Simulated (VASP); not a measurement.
# NbTc (Cmmm) in VASP: a series of runs, part 2 of 3

VASP 6.6.1. The steps go on from the part before.

## Step 4: Single point, LDA

This run uses another cell than the first one, of 15.74 Å³/atom, 1.058 times its volume.

Input file INCAR:

```
SYSTEM = NbTc
PREC = Accurate ; ENCUT = 520
EDIFF = 1E-6 ; ISMEAR = -1
SIGMA = 0.1 ; LREAL = .False.
LASPH = .True. ; NELM = 100
ALGO = Normal ; ISIF = 2
LWAVE = .False. ; LCHARG = .False.
NBANDS = 20
```

Input file KPOINTS:

```
regular mesh
0
Gamma
  11 11 7
  0 0 0
```

Input file POSCAR:

```
NbTc
1.0
    1.5790422481     -2.2777765173      0.0000000000
    1.5790422481      2.2777765173      0.0000000000
    0.0000000000      0.0000000000      4.3748791811
Nb Tc
1 1
Direct
    0.0000000000      0.0000000000      0.0000000000
    0.5000000000      0.5000000000      0.5000000000
```

Potentials or basis: VASP PAW LDA potentials, release 64 (Nb_sv, Tc_pv).

Run with:

```bash
> cat potpaw_LDA.64/Nb_sv/POTCAR potpaw_LDA.64/Tc_pv/POTCAR > POTCAR
> mpirun -np 1 vasp_std > vasp.out
```

OUTCAR:

```text
SYSTEM = NbTc
   PREC = Accurate
   ENCUT = 520
   EDIFF = 1E-6
   ISMEAR = -1
   LREAL = .False.
   LASPH = .True.
   NELM = 100
   ISIF = 2

 ion  position               nearest neighbor table
   1  0.000  0.000  0.000-   2 2.70   2 2.70   2 2.70   2 2.70   2 3.16   2 3.16   2 3.16   2 3.16

   2  0.500  0.500  0.500-   1 2.70   1 2.70   1 2.70   1 2.70   1 3.16   1 3.16   1 3.16   1 3.16

  LATTYP: Found a base centered orthorhombic cell.
 ALAT       =     3.1580844962
 B/A-ratio  =     1.4425051135
 C/A-ratio  =     1.3852951643

  Lattice vectors:

[... 191 lines left out ...]
      5     -18.2920      2.00000
      6     -17.6764      2.00000
[... 541 lines left out ...]
     19      19.2361      0.00000
     20      24.1955      0.00000

 [... further k-points ...]
[... 5 lines left out ...]
  --------------------------------------------------------------------------------------
  -------------------------------------------------------------------------------------
  Total       -1.2369668     -1.0521483     -1.2023957      0.0000000      0.0000000      0.0000000
  in kB      -62.9749318    -53.5656789    -61.2148921      0.0000000      0.0000000      0.0000000
  external PRESSURE =     -59.2518343 kB  Pullay stress =       0.0000000 kB

 VOLUME and BASIS-vectors are now :
 -----------------------------------------------------------------------------
  energy-cutoff  :      520.00
  volume of cell :       31.47
      direct lattice vectors                 reciprocal lattice vectors
     1.579042248 -2.277776517  0.000000000     0.316647639 -0.219512317  0.000000000
     1.579042248  2.277776517  0.000000000     0.316647639  0.219512317  0.000000000
     0.000000000  0.000000000  4.374879181     0.000000000  0.000000000  0.228577741

 POSITION                                       TOTAL-FORCE (eV/Angst)
 -----------------------------------------------------------------------------------
      0.00000      0.00000      0.00000        -0.000000      0.000000      0.000000
      1.57904      0.00000      2.18744         0.000000     -0.000000      0.000000
 -----------------------------------------------------------------------------------
    total drift:                                0.000000      0.000000     -0.000000

  FREE ENERGIE OF THE ION-ELECTRON SYSTEM (eV)
  ---------------------------------------------------
  free  energy   TOTEN  =       -23.2584449501 eV

  energy  without entropy=      -23.2048561537  energy(sigma->0) =      -23.23165055
```

stdout:

```text
POSCAR found type information on POSCAR NbTc
 POSCAR found :  2 types and       2 ions
 scaLAPACK will be used
 LDA part: xc-table for (Slater(with rela. corr.)+CA(PZ))
 , standard interpolation
 POSCAR, INCAR and KPOINTS ok, starting setup
 FFT: planning ... GRIDC
 FFT: planning ... GRID_SOFT
 FFT: planning ... GRID
 WAVECAR not read
 entering main loop
```

Wall time 38 s (1 thread of Intel Xeon Platinum 8488C (Sapphire Rapids), shared host); peak memory 0.21 GiB.

What came out:

- Free energy: -23.2584 eV
- Pressure: -5.9 GPa
- Band gap on the k mesh: zero (band 13 reaches 14.33 eV, above the bottom of band 14 at 11.61 eV)

Stress tensor (GPa, compression positive):
```
-6.30  0.00  0.00
 0.00 -5.36  0.00
 0.00  0.00 -6.12
```

## Step 5: Single point, LDA

This run uses another cell than the first one, of 16.17 Å³/atom, 1.087 times its volume.

Input file INCAR:

```
SYSTEM = NbTc
PREC = Accurate ; ENCUT = 520
EDIFF = 1E-6 ; ISMEAR = -1
SIGMA = 0.1 ; LREAL = .FALSE.
LASPH = .TRUE. ; NELM = 100
ALGO = Normal ; ISIF = 2
LWAVE = .FALSE. ; LCHARG = .TRUE.
LELF = .TRUE. ; LVHAR = .TRUE.
NBANDS = 20
```

Input file KPOINTS:

```
regular mesh
0
G
  11 11 7
  0 0 0
```

Input file POSCAR:

```
NbTc
1.0
    1.5933330000     -2.2983910000      0.0000000000
    1.5933330000      2.2983910000      0.0000000000
    0.0000000000      0.0000000000      4.4144730000
Nb Tc
1 1
Direct
    0.0000000000      0.0000000000      0.0000000000
    0.5000000000      0.5000000000      0.5000000000
```

Potentials or basis: VASP PAW LDA potentials, release 64 (Nb_sv, Tc_pv).

Run with:

```bash
> cat potpaw_LDA.64/Nb_sv/POTCAR potpaw_LDA.64/Tc_pv/POTCAR > POTCAR
> mpirun -np 1 vasp_std > vasp.out
```

OUTCAR:

```text
SYSTEM = NbTc
   PREC = Accurate
   ENCUT = 520
   EDIFF = 1E-6
   ISMEAR = -1
   LREAL = .FALSE.
   LASPH = .TRUE.
   NELM = 100
   ISIF = 2

 ion  position               nearest neighbor table
   1  0.000  0.000  0.000-   2 2.72   2 2.72   2 2.72   2 2.72   2 3.19   2 3.19   2 3.19   2 3.19

   2  0.500  0.500  0.500-   1 2.72   1 2.72   1 2.72   1 2.72   1 3.19   1 3.19   1 3.19   1 3.19

  LATTYP: Found a base centered orthorhombic cell.
 ALAT       =     3.1866660000
 B/A-ratio  =     1.4425051135
 C/A-ratio  =     1.3852951643

  Lattice vectors:

 A1 = (   1.5933330000,  -2.2983910000,   0.0000000000)
 A2 = (   1.5933330000,   2.2983910000,   0.0000000000)
 A3 = (   0.0000000000,   0.0000000000,   4.4144730000)

Analysis of symmetry for initial positions (statically):
=====================================================================
 Subroutine PRICEL returns:
 Original cell was already a primitive cell.

 Routine SETGRP: Setting up the symmetry group for a
 base centered orthorhombic supercell.

 Subroutine GETGRP returns: Found  8 space group operations
 (whereof  8 operations were pure point group operations)
 out of a pool of  8 trial point group operations.

The static configuration has the point symmetry D_2h.

Analysis of symmetry for dynamics (positions and initial velocities):
=====================================================================
 Subroutine PRICEL returns:
 Original cell was already a primitive cell.

 Routine SETGRP: Setting up the symmetry group for a
 base centered orthorhombic supercell.

 Subroutine GETGRP returns: Found  8 space group operations
 (whereof  8 operations were pure point group operations)
 out of a pool of  8 trial point group operations.

The dynamic configuration has the point symmetry D_2h.

 Subroutine INISYM returns: Found  8 space group operations
 (whereof  8 operations are pure point group operations),
 and found     1 'primitive' translations

----------------------------------------------------------------------------------------

                                     Primitive cell

  volume of cell :      32.3325

  direct lattice vectors                    reciprocal lattice vectors
     1.593333000 -2.298391000  0.000000000     0.313807597 -0.217543490  0.000000000
     1.593333000  2.298391000  0.000000000     0.313807597  0.217543490  0.000000000
     0.000000000  0.000000000  4.414473000     0.000000000  0.000000000  0.226527606

  length of vectors
     2.796660730  2.796660730  4.414473000     0.381838157  0.381838157  0.226527606

  position of ions in fractional coordinates (direct lattice)
     0.000000000  0.000000000  0.000000000
     0.500000000  0.500000000  0.500000000

  ion indices of the primitive-cell ions
   primitive index   ion index
                 1           1
                 2           2

----------------------------------------------------------------------------------------

 KPOINTS: regular mesh

Automatic generation of k-mesh.
 Grid dimensions read from file:
 generate k-points for:   11   11    7

 Generating k-lattice:

  Cartesian coordinates                     Fractional coordinates (reciprocal lattice)
     0.028527963 -0.019776681  0.000000000     0.090909091  0.000000000  0.000000000
     0.028527963  0.019776681  0.000000000     0.000000000  0.090909091  0.000000000
     0.000000000  0.000000000  0.032361087     0.000000000  0.000000000  0.142857143

  Length of vectors
     0.034712560  0.034712560  0.032361087

  Shift w.r.t. Gamma in fractional coordinates (k-lattice)
     0.000000000  0.000000000  0.000000000

 Subroutine IBZKPT returns following result:
 ===========================================

 Found    144 irreducible k-points:

 Following reciprocal coordinates:
            Coordinates               Weight
  0.000000  0.000000  0.000000      1.000000
  0.090909 -0.000000  0.000000      4.000000
  0.181818  0.000000  0.000000      4.000000
  0.272727  0.000000  0.000000      4.000000
  0.363636  0.000000  0.000000      4.000000
  0.454545  0.000000  0.000000      4.000000
[... 16 lines left out ...]
 -0.272727  0.181818  0.000000      4.000000
 -0.181818  0.181818  0.000000      2.000000
 [... further k-points ...]
   k-points           NKPTS =    144   k-points in BZ     NKDIM =    144   number of bands    NBANDS=     20
   number of dos      NEDOS =    301   number of ions     NIONS =      2
   total plane-waves  NPLWV =  20736
   dimension x,y,z NGX =    24 NGY =   24 NGZ =   36
   dimension x,y,z NGXF=    48 NGYF=   48 NGZF=   72
   ions per type =               1   1
   NGX,Y,Z   is equivalent  to a cutoff of  14.27, 14.27, 13.56 a.u.
   NGXF,Y,Z  is equivalent  to a cutoff of  28.53, 28.53, 27.11 a.u.
 SYSTEM =  NbTc
   PREC   = accura    normal or accurate (medium, high low for compatibility)
   ISTART =      0    job   : 0-new  1-cont  2-samecut
   ICHARG =      2    charge: 1-file 2-atom 10-const
   ISPIN  =      1    spin polarized calculation?
   LNONCOLLINEAR =      F non collinear calculations
   LSORBIT =      F    spin-orbit coupling
   LASPH  =      T    aspherical Exc in radial PAW
   ENCUT  =  520.0 eV  38.22 Ry    6.18 a.u.   5.20  5.20  8.21*2*pi/ulx,y,z
   NELM   =    100;   NELMIN=  2; NELMDL= -5     # of ELM steps
   EDIFF  = 0.1E-05   stopping-criterion for ELM
   LREAL  =      F    real-space projection
   EDIFFG = 0.1E-04   stopping-criterion for IOM
   NSW    =      0    number of steps for IOM
   IBRION =     -1    ionic relax: 0-MD 1-quasi-New 2-CG
   NFREE  =      0    steps in history (QN), initial steepest desc. (CG)
   ISIF   =      2    stress and relaxation
   ISYM   =      2    0-nonsym 1-usesym 2-fastsym
   POTIM  = 0.5000    time-step for ionic-motion
   TEBEG  =    0.0;   TEEND  =   0.0 temperature during run
   PSTRESS=    0.0 pullay stress
   NELECT =      26.0000    total number of electrons
   NUPDOWN=      -1.0000    fix difference up-down
   EMIN   =  10.00;   EMAX   =-10.00  energy-range for DOS
   EFERMI =   0.00;   METHOD = LEGACY
   ISMEAR =    -1;   SIGMA  =   0.10  broadening in eV -4-tet -1-fermi 0-gaus
   EFERMI_NEDOS =   21; number of points for ismear=-14 and -15
   IALGO  =     38    algorithm
   IMIX   =      4    mixing-type and parameters
     AMIX     =   0.40;   BMIX     =  1.00
     AMIX_MAG =   1.60;   BMIX_MAG =  1.00
  volume/ion in A,a.u.               =      16.17       109.10
  Fermi-wavevector in a.u.,A,eV,Ry     =   1.522368  2.876857 31.532901  2.317603
  Thomas-Fermi vector in A             =   2.630956
   LORBIT       =      0    0 simple, 1 ext, 2 COOP (PROOUT), +10 PAW based schemes
   GGA     = CA    functional components
   LHFCALC =     F    Hartree Fock is set to
   AEXX    =    0.0000 exact exchange contribution
   IVDW    =     0    specifies the selected vdW correction
   LEPSILON=     F    determine dielectric tensor
   LRPA    =     F    only Hartree local field effects (RPA)
 non-spin polarized calculation
  energy-cutoff  :      520.00
  volume of cell :       32.33
 maximum number of plane-waves:       886
 NGX is ok and might be reduce to    24
   NGX = 11   NGY = 11   NGZ = 17

 number of electron      25.9999998 magnetization

 Free energy of the ion-electron system (eV)
  ---------------------------------------------------
  ext. energy  EPLUGINS =         0.00000000
  ---------------------------------------------------
  free energy    TOTEN  =       -23.21068929 eV

  energy without entropy =      -23.15545847  energy(sigma->0) =      -23.18307388

 E-fermi :  12.0352     XC(G=0): -13.3133

 val. band max:       12.0160940325   @ k =   0.1818   0.0000   0.2857
 cond. band min:      12.0357871357   @ k =  -0.0909   0.0909   0.2857
 fundamental gap:      0.0196931031
 Fermi energy:        12.0351710923

 k-point     1 :       0.0000    0.0000    0.0000
  band No.  band energies     occupation
      1     -42.5209      2.00000
      2     -26.8708      2.00000
      3     -26.5987      2.00000
      4     -26.4399      2.00000
      5     -18.7499      2.00000
      6     -18.1757      2.00000
[... 12 lines left out ...]
     19      17.3213      0.00000
     20      23.6807      0.00000

 k-point     2 :       0.0909   -0.0000    0.0000
  band No.  band energies     occupation
      1     -42.5079      2.00000
      2     -26.8621      2.00000
      3     -26.6243      2.00000
      4     -26.4636      2.00000
      5     -18.7440      2.00000
      6     -18.2411      2.00000
[... 498 lines left out ...]
 k-point    24 :      -0.1818    0.1818    0.0000
  band No.  band energies     occupation
      1     -42.4421      2.00000
      2     -26.8303      2.00000
      3     -26.6785      2.00000
      4     -26.6443      2.00000
      5     -18.6845      2.00000
      6     -18.3872      2.00000
[... 12 lines left out ...]
     19      18.5729      0.00000
     20      23.3944      0.00000

 [... further k-points ...]
[... 5 lines left out ...]
  --------------------------------------------------------------------------------------
  -------------------------------------------------------------------------------------
  Total       -2.4894286     -2.2470345     -2.5462085      0.0000000      0.0000000      0.0000000
  in kB     -123.3590246   -111.3476360   -126.1726491      0.0000000      0.0000000      0.0000000
  external PRESSURE =    -120.2931032 kB  Pullay stress =       0.0000000 kB

 VOLUME and BASIS-vectors are now :
 -----------------------------------------------------------------------------
  energy-cutoff  :      520.00
  volume of cell :       32.33
      direct lattice vectors                 reciprocal lattice vectors
     1.593333000 -2.298391000  0.000000000     0.313807597 -0.217543490  0.000000000
     1.593333000  2.298391000  0.000000000     0.313807597  0.217543490  0.000000000
     0.000000000  0.000000000  4.414473000     0.000000000  0.000000000  0.226527606

 POSITION                                       TOTAL-FORCE (eV/Angst)
 -----------------------------------------------------------------------------------
      0.00000      0.00000      0.00000         0.000000      0.000000      0.000000
      1.59333      0.00000      2.20724        -0.000000      0.000000      0.000000
 -----------------------------------------------------------------------------------
    total drift:                                0.000000      0.000000     -0.000000

  FREE ENERGIE OF THE ION-ELECTRON SYSTEM (eV)
  ---------------------------------------------------
  free  energy   TOTEN  =       -23.2106892948 eV

  energy  without entropy=      -23.1554584658  energy(sigma->0) =      -23.18307388
```

OSZICAR:

```text
N       E                     dE             d eps       ncg     rms          rms(c)
DAV:   1     0.312537692383E+03    0.31254E+03   -0.15301E+04  5760   0.137E+03
DAV:   2    -0.115613293790E+02   -0.32410E+03   -0.31610E+03  6784   0.494E+02
DAV:   3    -0.239935673507E+02   -0.12432E+02   -0.11959E+02  8436   0.979E+01
DAV:   4    -0.245972196493E+02   -0.60365E+00   -0.60015E+00  8412   0.168E+01
DAV:   5    -0.246209101145E+02   -0.23690E-01   -0.23676E-01  8432   0.309E+00    0.155E+01
DAV:   6    -0.237286363741E+02    0.89227E+00   -0.72268E+00  6652   0.166E+01    0.503E+00
DAV:   7    -0.235754878603E+02    0.15315E+00   -0.87098E+00  8912   0.133E+01    0.548E+00
DAV:   8    -0.232131895077E+02    0.36230E+00   -0.16426E+00  7036   0.663E+00    0.112E+00
DAV:   9    -0.232127147622E+02    0.47475E-03   -0.66496E-02  7564   0.182E+00    0.468E-01
DAV:  10    -0.232106699555E+02    0.20448E-02   -0.12489E-02  6896   0.694E-01    0.719E-02
DAV:  11    -0.232106980958E+02   -0.28140E-04   -0.25122E-04  8500   0.138E-01    0.234E-02
DAV:  12    -0.232106898904E+02    0.82054E-05   -0.26892E-05  8564   0.389E-02    0.105E-02
DAV:  13    -0.232106892948E+02    0.59561E-06   -0.13197E-06  4636   0.113E-02
   1 F= -.23210689E+02 E0= -.23183074E+02  d E =-.552308E-01
```

Run time: 40 s. Hardware: 1 thread of Intel Xeon Platinum 8488C (Sapphire Rapids), shared host; peak memory 0.21 GiB.

Results:

```yaml
Free_energy: -23.2107 eV
Pressure: -12.0 GPa
Band_gap_on_the_k_mesh: zero (band 13 reaches 13.83 eV, above the bottom of band 14 at 11.21 eV)
```

Levels at points of the mesh, in eV from the Fermi level:
```csv
k point,band 11,band 12,band 13,band 14,band 15,band 16
"(0.00, 0.00, 0.00)",-1.60,-1.29,-0.63,0.69,0.90,2.11
```

(Part 2 of 3 ends here.)
